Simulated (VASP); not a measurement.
A run of VASP 6.6.1 is set up as follows.

Contents of INCAR:

```
  AGGAC = 1.0
  AGGAX = 1.0
  ALDAC = 0.0
  ALDAX = 1.0
  ALGO = Normal
  EDIFF = 1E-6
  ENCUT = 520
  GGA = B5
  ISIF = 2
  ISMEAR = -1
  LASPH = T
  LCHARG = T
  LELF = T
  LREAL = F
  LVHAR = T
  LWAVE = F
  NBANDS = 44
  NELM = 60
  PREC = Accurate
  SIGMA = 0.05
```

File KPOINTS:

```
k-points
0
Gamma
  9 5 5
```

File POSCAR:

```
CuO
1.0
   -2.1132435617      2.1154733653     -0.1665078601
    0.4073030266     -0.0001768958     -5.1794973567
   -2.1130658702     -6.3461769316     -0.1667174036
Cu O
4 4
Direct
    0.2499971922     -0.0000101380      0.2500010795
    0.7499996580      0.0000097675      0.7500012403
    1.0000080440      0.5000005679      0.4999991958
    0.5000030064      0.4999989082      0.9999990915
    0.7500613442      0.7497973769      0.2500071897
    0.2500616023      0.7498359200      0.7500062841
    0.7499330308      0.2501653910      0.2499923825
    0.2499361522      0.2502021866      0.7499935666
```

Potentials or basis: VASP PAW PBE potentials, release 64 (Cu, O).

Command:

```bash
$ cat potpaw_PBE.64/Cu/POTCAR potpaw_PBE.64/O/POTCAR > POTCAR
$ mpirun -np 1 vasp_std > vasp.out
```

(1) What does it give for the pressure?

(2) What does it give for the band gap on the k mesh?

## Answers

(1) 0.7 GPa.

(2) zero (bands 34 and 35 overlap by 0.72 eV).

Caveat: the PAW data sets were made with another functional, which shifts forces and pressure a little; semilocal functionals often make such compounds metallic where correlation or magnetic order opens a gap, which also shifts bond lengths.
